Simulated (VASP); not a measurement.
GaN: single point with PBEsol

Slab: GaN, a slab with vacuum.

```
CELL_PARAMETERS angstrom
3.18258 0.00000 0.00000
0.00000 5.18543 0.00000
0.00000 0.00000 26.94351
ATOMIC_POSITIONS crystal
Ga 0.00000 0.97171 0.28873
Ga 0.50000 0.50727 0.30886
Ga 0.50000 0.99972 0.38232
Ga 0.00000 0.50560 0.41408
Ga 0.00000 0.00309 0.48339
Ga 0.50000 0.50309 0.51661
Ga 0.50000 0.00560 0.58592
Ga 0.00000 0.49972 0.61768
Ga 0.00000 0.00727 0.69114
Ga 0.50000 0.47171 0.71127
N 0.00000 0.62598 0.27894
N 0.50000 0.13167 0.31184
N 0.50000 0.62544 0.38055
N 0.00000 0.12774 0.41479
N 0.00000 0.62678 0.48297
N 0.50000 0.12678 0.51703
N 0.50000 0.62774 0.58521
N 0.00000 0.12544 0.61945
N 0.00000 0.63167 0.68816
N 0.50000 0.12598 0.72106
```

```yaml
Program: VASP 6.6.1
Task: single point
Functional: PBEsol
Potentials_or_basis: VASP PAW PBE potentials, release 64 (Ga_d, N)
Cutoff: 520 eV
k_mesh: 8 × 5 × 1
Occupations: gaussian, width 0.05 eV
Spin: no spin polarisation
Dipole_correction: yes
Further_INCAR_settings: LREAL = Auto; ALGO = Normal; EDIFF = 1e-06; NBANDS = 106
```

- Largest force: 0.048 eV/Å
- Band gap on the k mesh: 1.63 eV, direct

Forces in eV/Å, atoms in the order of the input:
```
Ga   0.000 -0.033 -0.001
Ga   0.000  0.004 -0.039
Ga   0.000 -0.006  0.003
Ga   0.000  0.003 -0.007
Ga   0.000 -0.001 -0.002
Ga   0.000 -0.001  0.002
Ga   0.000  0.003  0.007
Ga   0.000 -0.006 -0.003
Ga   0.000  0.004  0.039
Ga   0.000 -0.033  0.001
N    0.000  0.030  0.037
N    0.000  0.003 -0.004
N    0.000  0.001  0.018
N    0.000 -0.002  0.000
N    0.000  0.001  0.006
N    0.000  0.001 -0.006
N    0.000 -0.002  0.000
N    0.000  0.001 -0.018
N    0.000  0.003  0.004
N    0.000  0.030 -0.037
```

Levels at points of the mesh, in eV from the valence-band top:
```csv
k point,band 88,band 89,band 90,band 91,band 92,band 93
"(0.00, 0.00, 0.00)",-0.08,-0.08,0.00,1.63,2.17,3.27
"(0.50, 0.00, 0.00)",-1.23,-0.47,-0.47,3.41,3.41,5.31
```

It took 36 min on 1 thread of Intel(R) Xeon(R) Platinum 8259CL CPU @ 2.50GHz (Skylake/Cascade Lake) (shared host), peak memory 0.7 GiB.

Caveat: the PAW data sets were made with another functional, which shifts forces and pressure a little.
